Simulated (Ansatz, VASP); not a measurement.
SnAs in VASP and in Ansatz

```
Sn As
1.0
     0.00000    2.84050    2.84050
     2.84050    0.00000    2.84050
     2.84050    2.84050    0.00000
Sn As
1 1
Direct
  0.00000 0.00000 0.00000
  0.50000 0.50000 0.50000
```

Alike in both runs: task single point; functional LDA; k mesh 12 × 12 × 12; occupations gaussian, width 0.05 eV; no spin polarisation.

|  | VASP | Ansatz |
| --- | --- | --- |
| version | VASP 6.6.1 | Ansatz 0.2.0 |
| potentials or method | VASP PAW LDA potentials, release 64 (Sn_d, As), cutoff 520 eV | scalar-relativistic, plane waves, PAW |
| valence electrons in the cell | 19 | 29 |

Ansatz gave:

```
pressure (GPa) : -0.5
```

Problem. Which values does VASP return?

Solution. Pressure (GPa): -0.3.

LDA's correlation is that of Perdew and Zunger in VASP and of Perdew and Wang (1992) in Ansatz. VASP's potentials hold 19 valence electrons a cell and Ansatz's 29, so a difference there can come from the potentials and not from the codes.
